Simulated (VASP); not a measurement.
# InSe (Cm) in VASP: single point with PBEsol

Aim: the single point of InSe with PBEsol.

Everything below comes from runs of VASP 6.6.1. Logs are shortened: lines on timing, memory, paths and dates and some standing lists are left out, and cuts for length are marked.

## 1. The cell of the first run

The structure is monoclinic, space group Cm (No. 8). Conventional cell: a = 11.750 Å, b = 4.111 Å, c = 4.564 Å, α = 90.00°, β = 110.64°, γ = 90.00°. In (site symmetry m) has 7 Se at 2.70 to 3.72 Å and 3 In at 2.79 to 3.73 Å within 3.8 Å. Within 3.5 Å of In (site symmetry m) lie 5 Se at 2.67 to 3.46 Å and 1 In at 2.79 Å. Se (site symmetry m) has 7 In at 2.73 to 3.72 Å and 3 Se at 3.12 to 3.70 Å within 3.8 Å. Se (site symmetry m) has 5 In at 2.67 to 3.56 Å and 3 Se at 3.12 to 3.70 Å within 3.8 Å.

## 2. Single point, PBEsol (atom 3 (Se) moved -0.300 Å towards its neighbour atom 1 (In) at 2.673 Å)

File INCAR:

```
SYSTEM = InSe
  PREC = Accurate
  ENCUT = 520
  EDIFF = 1E-6
  ISMEAR = 0
  SIGMA = 0.05
  LREAL = .FALSE.
  LASPH = .TRUE.
  NELM = 60
  ALGO = Normal
  ISIF = 2
  LWAVE = .FALSE.
  LCHARG = .TRUE.
  GGA = PS
  LELF = .TRUE.
  LVHAR = .TRUE.
  NBANDS = 27
```

File KPOINTS:

```
Automatic mesh
0
G
  8 8 6
  0 0 0
```

File POSCAR:

```
InSe
1.0
    5.8749264423     -2.0552742521     -0.0052948673
    5.8749264423      2.0552742521     -0.0052948673
   -1.6051187023      0.0000000000      4.2720903652
In Se
2 2
Direct
    0.8858026589      0.8858026589      0.0290539339
    0.1141973411      0.1141973411      0.9709460661
    0.6287849558      0.6287849558      0.5935378053
    0.3452787783      0.3452787783      0.3625132294
```

Potentials or basis: VASP PAW PBE potentials, release 64 (In_d, Se).

On the command line:

```bash
$ cat potpaw_PBE.64/In_d/POTCAR potpaw_PBE.64/Se/POTCAR > POTCAR
$ mpirun -np 1 vasp_std > vasp.out
```

OUTCAR:

```text
SYSTEM = InSe
   PREC = Accurate
   ENCUT = 520
   EDIFF = 1E-6
   ISMEAR = 0
   LREAL = .FALSE.
   LASPH = .TRUE.
   NELM = 60
   ISIF = 2
   GGA = PS

 ion  position               nearest neighbor table
   1  0.886  0.886  0.029-   4 2.70   4 2.70   2 2.79   3 2.97   2 3.73   2 3.73
   2  0.114  0.114  0.971-   4 2.67   3 2.73   3 2.73   1 2.79   1 3.73   1 3.73
   3  0.629  0.629  0.594-   2 2.73   2 2.73   1 2.97
   4  0.345  0.345  0.363-   2 2.67   1 2.70   1 2.70

  LATTYP: Found a base centered monoclinic cell.
 ALAT       =    11.7498576567
 B/A-ratio  =     0.3498381533
 C/A-ratio  =     0.3884028818
 COS(beta)  =    -0.3525595217

  Lattice vectors:

 A1 = (   5.8749264423,  -2.0552742521,  -0.0052948673)
 A2 = (   5.8749264423,   2.0552742521,  -0.0052948673)
 A3 = (  -1.6051187023,   0.0000000000,   4.2720903652)

Analysis of symmetry for initial positions (statically):
=====================================================================
 Subroutine PRICEL returns:
 Original cell was already a primitive cell.

 Routine SETGRP: Setting up the symmetry group for a
 base centered monoclinic supercell.

 Subroutine GETGRP returns: Found  2 space group operations
 (whereof  2 operations were pure point group operations)
 out of a pool of  4 trial point group operations.

The static configuration has the point symmetry C_1h.

Analysis of symmetry for dynamics (positions and initial velocities):
=====================================================================
 Subroutine PRICEL returns:
 Original cell was already a primitive cell.

 Routine SETGRP: Setting up the symmetry group for a
 base centered monoclinic supercell.

 Subroutine GETGRP returns: Found  2 space group operations
 (whereof  2 operations were pure point group operations)
 out of a pool of  4 trial point group operations.

The dynamic configuration has the point symmetry C_1h.

 Subroutine INISYM returns: Found  2 space group operations
 (whereof  2 operations are pure point group operations),
 and found     1 'primitive' translations

----------------------------------------------------------------------------------------

                                     Primitive cell

  volume of cell :     103.1325

  direct lattice vectors                    reciprocal lattice vectors
     5.874926442 -2.055274252 -0.005294867     0.085136278 -0.243276536  0.031987580
     5.874926442  2.055274252 -0.005294867     0.085136278  0.243276536  0.031987580
    -1.605118702  0.000000000  4.272090365     0.000211037  0.000000000  0.234156737

  length of vectors
     6.224061455  6.224061455  4.563678575     0.259720742  0.259720742  0.234156832

  position of ions in fractional coordinates (direct lattice)
     0.885802659  0.885802659  0.029053934
     0.114197341  0.114197341  0.970946066
     0.628784956  0.628784956  0.593537805
     0.345278778  0.345278778  0.362513229

  ion indices of the primitive-cell ions
   primitive index   ion index
                 1           1
                 2           2
                 3           3
                 4           4

----------------------------------------------------------------------------------------

 KPOINTS: Automatic mesh

Automatic generation of k-mesh.
 Grid dimensions read from file:
 generate k-points for:    8    8    6

 Generating k-lattice:

  Cartesian coordinates                     Fractional coordinates (reciprocal lattice)
     0.010642035 -0.030409567  0.003998447     0.125000000 -0.000000000  0.000000000
     0.010642035  0.030409567  0.003998447    -0.000000000  0.125000000  0.000000000
     0.000035173  0.000000000  0.039026123     0.000000000  0.000000000  0.166666667

  Length of vectors
     0.032465093  0.032465093  0.039026139

  Shift w.r.t. Gamma in fractional coordinates (k-lattice)
     0.000000000  0.000000000  0.000000000

 Subroutine IBZKPT returns following result:
 ===========================================

 Found    114 irreducible k-points:

 Following reciprocal coordinates:
            Coordinates               Weight
  0.000000  0.000000  0.000000      1.000000
  0.125000  0.000000  0.000000      4.000000
  0.250000  0.000000  0.000000      4.000000
  0.375000  0.000000  0.000000      4.000000
  0.500000  0.000000  0.000000      2.000000
  0.125000  0.125000  0.000000      2.000000
[... 16 lines left out ...]
  0.125000  0.000000  0.166667      4.000000
  0.250000  0.000000  0.166667      4.000000
 [... further k-points ...]
   k-points           NKPTS =    114   k-points in BZ     NKDIM =    114   number of bands    NBANDS=     27
   number of dos      NEDOS =    301   number of ions     NIONS =      4
   total plane-waves  NPLWV =  82944
   dimension x,y,z NGX =    48 NGY =   48 NGZ =   36
   dimension x,y,z NGXF=    96 NGYF=   96 NGZF=   72
   ions per type =               2   2
   NGX,Y,Z   is equivalent  to a cutoff of  12.82, 12.82, 13.11 a.u.
   NGXF,Y,Z  is equivalent  to a cutoff of  25.64, 25.64, 26.23 a.u.
 SYSTEM =  InSe
   PREC   = accura    normal or accurate (medium, high low for compatibility)
   ISTART =      0    job   : 0-new  1-cont  2-samecut
   ICHARG =      2    charge: 1-file 2-atom 10-const
   ISPIN  =      1    spin polarized calculation?
   LNONCOLLINEAR =      F non collinear calculations
   LSORBIT =      F    spin-orbit coupling
   LASPH  =      T    aspherical Exc in radial PAW
   ENCUT  =  520.0 eV  38.22 Ry    6.18 a.u.  11.57 11.57  8.49*2*pi/ulx,y,z
   NELM   =     60;   NELMIN=  2; NELMDL= -5     # of ELM steps
   EDIFF  = 0.1E-05   stopping-criterion for ELM
   LREAL  =      F    real-space projection
   EDIFFG = 0.1E-04   stopping-criterion for IOM
   NSW    =      0    number of steps for IOM
   IBRION =     -1    ionic relax: 0-MD 1-quasi-New 2-CG
   NFREE  =      0    steps in history (QN), initial steepest desc. (CG)
   ISIF   =      2    stress and relaxation
   ISYM   =      2    0-nonsym 1-usesym 2-fastsym
   POTIM  = 0.5000    time-step for ionic-motion
   TEBEG  =    0.0;   TEEND  =   0.0 temperature during run
   PSTRESS=    0.0 pullay stress
   NELECT =      38.0000    total number of electrons
   NUPDOWN=      -1.0000    fix difference up-down
   EMIN   =  10.00;   EMAX   =-10.00  energy-range for DOS
   EFERMI =   0.00;   METHOD = LEGACY
   ISMEAR =     0;   SIGMA  =   0.05  broadening in eV -4-tet -1-fermi 0-gaus
   EFERMI_NEDOS =   21; number of points for ismear=-14 and -15
   IALGO  =     38    algorithm
   IMIX   =      4    mixing-type and parameters
     AMIX     =   0.40;   BMIX     =  1.00
     AMIX_MAG =   1.60;   BMIX_MAG =  1.00
  volume/ion in A,a.u.               =      25.78       173.99
  Fermi-wavevector in a.u.,A,eV,Ry     =   1.173647  2.217871 18.741310  1.377447
  Thomas-Fermi vector in A             =   2.310057
   LORBIT       =      0    0 simple, 1 ext, 2 COOP (PROOUT), +10 PAW based schemes
   GGA     = PS    functional components
   LHFCALC =     F    Hartree Fock is set to
   AEXX    =    0.0000 exact exchange contribution
   IVDW    =     0    specifies the selected vdW correction
   LEPSILON=     F    determine dielectric tensor
   LRPA    =     F    only Hartree local field effects (RPA)
 non-spin polarized calculation
 Gauss-broadening in eV      SIGMA  =   0.05
  energy-cutoff  :      520.00
  volume of cell :      103.13
 maximum number of plane-waves:      2803
 NGX is ok and might be reduce to    48
   NGX = 23   NGY = 23   NGZ = 17

 number of electron      38.0000000 magnetization

 Free energy of the ion-electron system (eV)
  ---------------------------------------------------
  ext. energy  EPLUGINS =         0.00000000
  ---------------------------------------------------
  free energy    TOTEN  =       -15.35515288 eV

  energy without entropy =      -15.35515025  energy(sigma->0) =      -15.35515157

 E-fermi :   5.1057     XC(G=0):  -9.8489

 val. band max:        5.0050151355   @ k =   0.0000   0.0000   0.5000
 cond. band min:       5.2139875039   @ k =   0.3750   0.3750   0.0000
 fundamental gap:      0.2089723684
 Fermi energy:         5.1057416821

 k-point     1 :       0.0000    0.0000    0.0000
  band No.  band energies     occupation
      1      -9.6228      2.00000
      2      -9.5697      2.00000
      3      -9.3297      2.00000
      4      -9.3131      2.00000
      5      -9.2745      2.00000
      6      -9.2670      2.00000
[... 19 lines left out ...]
     26      11.6933      0.00000
     27      13.3835      0.00000

 k-point     2 :       0.1250    0.0000    0.0000
  band No.  band energies     occupation
      1      -9.6243      2.00000
      2      -9.5594      2.00000
      3      -9.3716      2.00000
      4      -9.3005      2.00000
      5      -9.2882      2.00000
      6      -9.2568      2.00000
[... 19 lines left out ...]
     26      11.7385      0.00000
     27      13.1724      0.00000

 k-point     3 :       0.2500    0.0000    0.0000
  band No.  band energies     occupation
      1      -9.6279      2.00000
      2      -9.5428      2.00000
      3      -9.4245      2.00000
      4      -9.3188      2.00000
      5      -9.2826      2.00000
      6      -9.2728      2.00000
[... 19 lines left out ...]
     26      11.9661      0.00000
     27      12.5969      0.00000

 k-point     4 :       0.3750    0.0000    0.0000
  band No.  band energies     occupation
      1      -9.6359      2.00000
      2      -9.5427      2.00000
      3      -9.4307      2.00000
      4      -9.3504      2.00000
      5      -9.2990      2.00000
      6      -9.2620      2.00000
[... 19 lines left out ...]
     26      12.2280      0.00000
     27      13.1854      0.00000

 k-point     5 :       0.5000    0.0000    0.0000
  band No.  band energies     occupation
      1      -9.6414      2.00000
      2      -9.5462      2.00000
      3      -9.4181      2.00000
      4      -9.3687      2.00000
      5      -9.3080      2.00000
      6      -9.2561      2.00000
[... 19 lines left out ...]
     26      11.9379      0.00000
     27      13.7803      0.00000

 k-point     6 :       0.1250    0.1250    0.0000
  band No.  band energies     occupation
      1      -9.6367      2.00000
      2      -9.5486      2.00000
      3      -9.3418      2.00000
      4      -9.3134      2.00000
      5      -9.2788      2.00000
      6      -9.2655      2.00000
[... 444 lines left out ...]
      1      -9.6775      2.00000
      2      -9.3997      2.00000
      3      -9.3985      2.00000
      4      -9.3695      2.00000
      5      -9.2910      2.00000
      6      -9.2577      2.00000
[... 19 lines left out ...]
     26      11.7848      0.00000
     27      12.6689      0.00000

 k-point    22 :       0.0000    0.0000    0.1667
  band No.  band energies     occupation
      1      -9.6228      2.00000
      2      -9.5632      2.00000
      3      -9.3322      2.00000
      4      -9.3100      2.00000
      5      -9.2793      2.00000
      6      -9.2670      2.00000
[... 19 lines left out ...]
     26      11.7229      0.00000
     27      12.7076      0.00000

 k-point    23 :       0.1250    0.0000    0.1667
  band No.  band energies     occupation
      1      -9.6312      2.00000
      2      -9.5514      2.00000
      3      -9.3722      2.00000
      4      -9.2998      2.00000
      5      -9.2920      2.00000
      6      -9.2559      2.00000
[... 19 lines left out ...]
     26      11.3838      0.00000
     27      13.2221      0.00000

 k-point    24 :       0.2500    0.0000    0.1667
  band No.  band energies     occupation
      1      -9.6428      2.00000
      2      -9.5413      2.00000
      3      -9.4228      2.00000
      4      -9.3271      2.00000
      5      -9.2784      2.00000
      6      -9.2729      2.00000
[... 19 lines left out ...]
     26      11.5476      0.00000
     27      12.8520      0.00000

 [... further k-points ...]
[... 5 lines left out ...]
  --------------------------------------------------------------------------------------
  -------------------------------------------------------------------------------------
  Total        0.0443902     -0.3607000     -1.5925991      0.0000000      0.0000000     -0.8762809
  in kB        0.6896075     -5.6035238    -24.7412421      0.0000000      0.0000000    -13.6131426
  external PRESSURE =      -9.8850528 kB  Pullay stress =       0.0000000 kB

 VOLUME and BASIS-vectors are now :
 -----------------------------------------------------------------------------
  energy-cutoff  :      520.00
  volume of cell :      103.13
      direct lattice vectors                 reciprocal lattice vectors
     5.874926442 -2.055274252 -0.005294867     0.085136278 -0.243276536  0.031987580
     5.874926442  2.055274252 -0.005294867     0.085136278  0.243276536  0.031987580
    -1.605118702  0.000000000  4.272090365     0.000211037  0.000000000  0.234156737

 POSITION                                       TOTAL-FORCE (eV/Angst)
 -----------------------------------------------------------------------------------
     10.36142      0.00000      0.11474        -0.440417      0.000000     -0.423908
     -0.21668      0.00000      4.14676         0.087670      0.000000     -0.166555
      6.43543      0.00000      2.52899         0.791030      0.000000      0.864834
      3.47510      0.00000      1.54503        -0.438284      0.000000     -0.274371
 -----------------------------------------------------------------------------------
    total drift:                                0.000087     -0.000000     -0.000078

  FREE ENERGIE OF THE ION-ELECTRON SYSTEM (eV)
  ---------------------------------------------------
  free  energy   TOTEN  =       -15.3551528808 eV

  energy  without entropy=      -15.3551502505  energy(sigma->0) =      -15.35515157
```

It took 12 min on 1 thread of Intel Xeon 8259CL, shared host; peak memory 0.47 GiB.

What came out:

* Free energy: -15.3552 eV
* Pressure: -1.0 GPa
* Largest force: 1.172 eV/Å
* Band gap on the k mesh: 0.21 eV (least direct gap 0.65 eV)

Forces on the atoms (eV/Å):
```
In  -0.440  0.000 -0.424
In   0.088  0.000 -0.167
Se   0.791  0.000  0.865
Se  -0.438  0.000 -0.274
```

Caveat: the cell differs from its parent crystal (atom 3 (Se) moved -0.300 Å towards its neighbour atom 1 (In) at 2.673 Å); the PAW data sets were made with another functional, which shifts forces and pressure a little; spin-orbit coupling is left out, which moves the levels of the heavy elements. A k mesh can miss the band edges.
